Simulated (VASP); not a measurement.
# BaTe (P4/mmm) in VASP: a series of runs, part 2 of 2

VASP 6.6.1. Earlier steps stand in the parts before.

### 3 Single point, LDA (strain -0.050 along x and y, +0.050 along z)

INCAR

```
  PREC = Accurate
  ENCUT = 520
  EDIFF = 1E-6
  ISMEAR = 0
  SIGMA = 0.05
  LREAL = F
  LASPH = T
  NELM = 60
  ALGO = Normal
  ISIF = 2
  LWAVE = F
  LCHARG = F
  NBANDS = 15
```

KPOINTS

```
regular mesh
0
Gamma
  6 6 6
```

POSCAR

```
BaTe
1.0
    4.0493427000      0.0000000000      0.0000000000
    0.0000000000      4.0493427000      0.0000000000
    0.0000000000      0.0000000000      4.4755893000
Ba Te
1 1
Direct
    0.0000000000      0.0000000000      0.0000000000
    0.5000000000      0.5000000000      0.5000000000
```

Potentials or basis: VASP PAW LDA potentials, release 64 (Ba_sv, Te).

Command:

```console
cat potpaw_LDA.64/Ba_sv/POTCAR potpaw_LDA.64/Te/POTCAR > POTCAR
mpirun -np 1 vasp_std > vasp.out
```

OUTCAR:

```text
PREC = Accurate
   ENCUT = 520
   EDIFF = 1E-6
   ISMEAR = 0
   LREAL = F
   LASPH = T
   NELM = 60
   ISIF = 2

 ion  position               nearest neighbor table
   1  0.000  0.000  0.000-   2 3.63   2 3.63   2 3.63   2 3.63   2 3.63   2 3.63   2 3.63   2 3.63

   2  0.500  0.500  0.500-   1 3.63   1 3.63   1 3.63   1 3.63   1 3.63   1 3.63   1 3.63   1 3.63

  LATTYP: Found a simple tetragonal cell.
 ALAT       =     4.0493427000
 C/A-ratio  =     1.1052631579

  Lattice vectors:

 A1 = (   4.0493427000,   0.0000000000,   0.0000000000)
 A2 = (   0.0000000000,   4.0493427000,   0.0000000000)
 A3 = (   0.0000000000,   0.0000000000,   4.4755893000)

Analysis of symmetry for initial positions (statically):
=====================================================================
 Subroutine PRICEL returns:
 Original cell was already a primitive cell.

 Routine SETGRP: Setting up the symmetry group for a
 simple tetragonal supercell.

 Subroutine GETGRP returns: Found 16 space group operations
 (whereof 16 operations were pure point group operations)
 out of a pool of 16 trial point group operations.

The static configuration has the point symmetry D_4h.

Analysis of symmetry for dynamics (positions and initial velocities):
=====================================================================
 Subroutine PRICEL returns:
 Original cell was already a primitive cell.

 Routine SETGRP: Setting up the symmetry group for a
 simple tetragonal supercell.

 Subroutine GETGRP returns: Found 16 space group operations
 (whereof 16 operations were pure point group operations)
 out of a pool of 16 trial point group operations.

The dynamic configuration has the point symmetry D_4h.

 Subroutine INISYM returns: Found 16 space group operations
 (whereof 16 operations are pure point group operations),
 and found     1 'primitive' translations

----------------------------------------------------------------------------------------

                                     Primitive cell

  volume of cell :      73.3870

  direct lattice vectors                    reciprocal lattice vectors
     4.049342700  0.000000000  0.000000000     0.246953660  0.000000000  0.000000000
     0.000000000  4.049342700  0.000000000     0.000000000  0.246953660  0.000000000
     0.000000000  0.000000000  4.475589300     0.000000000  0.000000000  0.223434264

  length of vectors
     4.049342700  4.049342700  4.475589300     0.246953660  0.246953660  0.223434264

  position of ions in fractional coordinates (direct lattice)
     0.000000000  0.000000000  0.000000000
     0.500000000  0.500000000  0.500000000

  ion indices of the primitive-cell ions
   primitive index   ion index
                 1           1
                 2           2

----------------------------------------------------------------------------------------

 KPOINTS: regular mesh

Automatic generation of k-mesh.
[... 26 lines left out ...]
  0.500000  0.000000  0.000000      2.000000
  0.166667  0.166667  0.000000      4.000000
  0.333333  0.166667  0.000000      8.000000
[... 16 lines left out ...]
  0.333333  0.000000  0.333333      8.000000
  0.500000  0.000000  0.333333      4.000000
 [... further k-points ...]
   k-points           NKPTS =     40   k-points in BZ     NKDIM =     40   number of bands    NBANDS=     15
   number of dos      NEDOS =    301   number of ions     NIONS =      2
   total plane-waves  NPLWV =  32400
   dimension x,y,z NGX =    30 NGY =   30 NGZ =   36
   dimension x,y,z NGXF=    60 NGYF=   60 NGZF=   72
   ions per type =               1   1
   NGX,Y,Z   is equivalent  to a cutoff of  12.32, 12.32, 13.37 a.u.
   NGXF,Y,Z  is equivalent  to a cutoff of  24.63, 24.63, 26.74 a.u.
 SYSTEM =  unknown system
   PREC   = accura    normal or accurate (medium, high low for compatibility)
   ISTART =      0    job   : 0-new  1-cont  2-samecut
   ICHARG =      2    charge: 1-file 2-atom 10-const
   ISPIN  =      1    spin polarized calculation?
   LNONCOLLINEAR =      F non collinear calculations
   LSORBIT =      F    spin-orbit coupling
   LASPH  =      T    aspherical Exc in radial PAW
   ENCUT  =  520.0 eV  38.22 Ry    6.18 a.u.   7.53  7.53  8.32*2*pi/ulx,y,z
   NELM   =     60;   NELMIN=  2; NELMDL= -5     # of ELM steps
   EDIFF  = 0.1E-05   stopping-criterion for ELM
   LREAL  =      F    real-space projection
   EDIFFG = 0.1E-04   stopping-criterion for IOM
   NSW    =      0    number of steps for IOM
   IBRION =     -1    ionic relax: 0-MD 1-quasi-New 2-CG
   NFREE  =      0    steps in history (QN), initial steepest desc. (CG)
   ISIF   =      2    stress and relaxation
   ISYM   =      2    0-nonsym 1-usesym 2-fastsym
   POTIM  = 0.5000    time-step for ionic-motion
   TEBEG  =    0.0;   TEEND  =   0.0 temperature during run
   PSTRESS=    0.0 pullay stress
   NELECT =      16.0000    total number of electrons
   NUPDOWN=      -1.0000    fix difference up-down
   EMIN   =  10.00;   EMAX   =-10.00  energy-range for DOS
   EFERMI =   0.00;   METHOD = LEGACY
   ISMEAR =     0;   SIGMA  =   0.05  broadening in eV -4-tet -1-fermi 0-gaus
   EFERMI_NEDOS =   21; number of points for ismear=-14 and -15
   IALGO  =     38    algorithm
   IMIX   =      4    mixing-type and parameters
     AMIX     =   0.40;   BMIX     =  1.00
     AMIX_MAG =   1.60;   BMIX_MAG =  1.00
  volume/ion in A,a.u.               =      36.69       247.62
  Fermi-wavevector in a.u.,A,eV,Ry     =   0.985315  1.861975 13.209155  0.970845
  Thomas-Fermi vector in A             =   2.116613
   LORBIT       =      0    0 simple, 1 ext, 2 COOP (PROOUT), +10 PAW based schemes
   GGA     = CA    functional components
   LHFCALC =     F    Hartree Fock is set to
   AEXX    =    0.0000 exact exchange contribution
   IVDW    =     0    specifies the selected vdW correction
   LEPSILON=     F    determine dielectric tensor
   LRPA    =     F    only Hartree local field effects (RPA)
 non-spin polarized calculation
 Gauss-broadening in eV      SIGMA  =   0.05
  energy-cutoff  :      520.00
  volume of cell :       73.39
 maximum number of plane-waves:      1996
   NGX = 15   NGY = 15   NGZ = 17

 number of electron      16.0000000 magnetization

 Free energy of the ion-electron system (eV)
  ---------------------------------------------------
  ext. energy  EPLUGINS =         0.00000000
  ---------------------------------------------------
  free energy    TOTEN  =        -9.24974323 eV

  energy without entropy =       -9.24940498  energy(sigma->0) =       -9.24957411

 E-fermi :   4.3914     XC(G=0):  -9.2758

 val. band max:        4.3674702625   @ k =   0.5000   0.0000   0.5000
 cond. band min:       4.3915814731   @ k =   0.0000   0.0000   0.0000
 fundamental gap:      0.0241112106
 Fermi energy:         4.3914190982

 k-point     1 :       0.0000    0.0000    0.0000
  band No.  band energies     occupation
      1     -23.9728      2.00000
      2      -9.0634      2.00000
      3      -8.9618      2.00000
      4      -8.9618      2.00000
      5      -6.5530      2.00000
      6       3.1485      2.00000
      7       3.9919      2.00000
      8       3.9919      2.00000
      9       4.3916      0.99634
     10       4.5839      0.00000
     11       6.6042      0.00000
     12       8.4620      0.00000
     13       8.4620      0.00000
     14       9.1170      0.00000
[... 401 lines left out ...]
      2      -9.6305      2.00000
      3      -9.1935      2.00000
      4      -8.8708      2.00000
      5      -5.8933      2.00000
      6       1.3470      2.00000
      7       2.1610      2.00000
      8       4.0979      2.00000
      9       5.1024      0.00000
     10       7.1887      0.00000
     11       7.5288      0.00000
     12       7.6925      0.00000
     13       8.8603      0.00000
     14      11.1510      0.00000
     15      11.1573      0.00000

 [... further k-points ...]

------------------------ aborting loop because EDIFF is reached ----------------------------------------

  FORCE on cell =-STRESS in cart. coord.  units (eV):
  Direction    XX          YY          ZZ          XY          YZ          ZX
  --------------------------------------------------------------------------------------
  -------------------------------------------------------------------------------------
  Total        0.5442177      0.5442177     -2.8033020      0.0000000      0.0000000      0.0000000
  in kB       11.8812994     11.8812994    -61.2013746      0.0000000      0.0000000      0.0000000
  external PRESSURE =     -12.4795919 kB  Pullay stress =       0.0000000 kB

 VOLUME and BASIS-vectors are now :
 -----------------------------------------------------------------------------
  energy-cutoff  :      520.00
  volume of cell :       73.39
      direct lattice vectors                 reciprocal lattice vectors
     4.049342700  0.000000000  0.000000000     0.246953660  0.000000000  0.000000000
     0.000000000  4.049342700  0.000000000     0.000000000  0.246953660  0.000000000
     0.000000000  0.000000000  4.475589300     0.000000000  0.000000000  0.223434264

 POSITION                                       TOTAL-FORCE (eV/Angst)
 -----------------------------------------------------------------------------------
      0.00000      0.00000      0.00000         0.000000      0.000000      0.000000
      2.02467      2.02467      2.23779         0.000000      0.000000      0.000000
 -----------------------------------------------------------------------------------
    total drift:                                0.000000     -0.000000     -0.000000

  FREE ENERGIE OF THE ION-ELECTRON SYSTEM (eV)
  ---------------------------------------------------
  free  energy   TOTEN  =        -9.2497432304 eV

  energy  without entropy=       -9.2494049803  energy(sigma->0) =       -9.24957411
```

OSZICAR:

```text
N       E                     dE             d eps       ncg     rms          rms(c)
DAV:   1     0.791909243846E+02    0.79191E+02   -0.64994E+03  1200   0.911E+02
DAV:   2    -0.470389703376E+01   -0.83895E+02   -0.77704E+02  1622   0.163E+02
DAV:   3    -0.928839089936E+01   -0.45845E+01   -0.45531E+01  1657   0.386E+01
DAV:   4    -0.939826497697E+01   -0.10987E+00   -0.10985E+00  1562   0.600E+00
DAV:   5    -0.940026000787E+01   -0.19950E-02   -0.19950E-02  1721   0.665E-01    0.398E+00
DAV:   6    -0.927157839638E+01    0.12868E+00   -0.95398E-02  1410   0.190E+00    0.250E+00
DAV:   7    -0.925126067645E+01    0.20318E-01   -0.77179E-02  1554   0.161E+00    0.700E-01
DAV:   8    -0.925043116396E+01    0.82951E-03   -0.18619E-02  1284   0.726E-01    0.190E-01
DAV:   9    -0.924993342751E+01    0.49774E-03   -0.24770E-03  1354   0.311E-01    0.961E-02
DAV:  10    -0.924976124195E+01    0.17219E-03   -0.34026E-04  1403   0.132E-01    0.253E-02
DAV:  11    -0.924974227658E+01    0.18965E-04   -0.82646E-05  1396   0.464E-02    0.132E-02
DAV:  12    -0.924974323039E+01   -0.95381E-06   -0.88160E-06  1474   0.144E-02
   1 F= -.92497432E+01 E0= -.92495741E+01  d E =-.338250E-03
```

Run time: 29 s. Hardware: 1 thread of Intel Xeon Platinum 8488C (Sapphire Rapids), shared host; peak memory 0.18 GiB.

Results:

| Quantity | Value |
| --- | --- |
| Free energy | -9.2497 eV |
| Pressure | -1.2 GPa |

Stress tensor (GPa, compression positive):
```
 1.19  0.00  0.00
 0.00  1.19  0.00
 0.00  0.00 -6.12
```

Caveat: the cell differs from its parent crystal (strain -0.050 along x and y, +0.050 along z); spin-orbit coupling is left out, which moves the levels of the heavy elements.
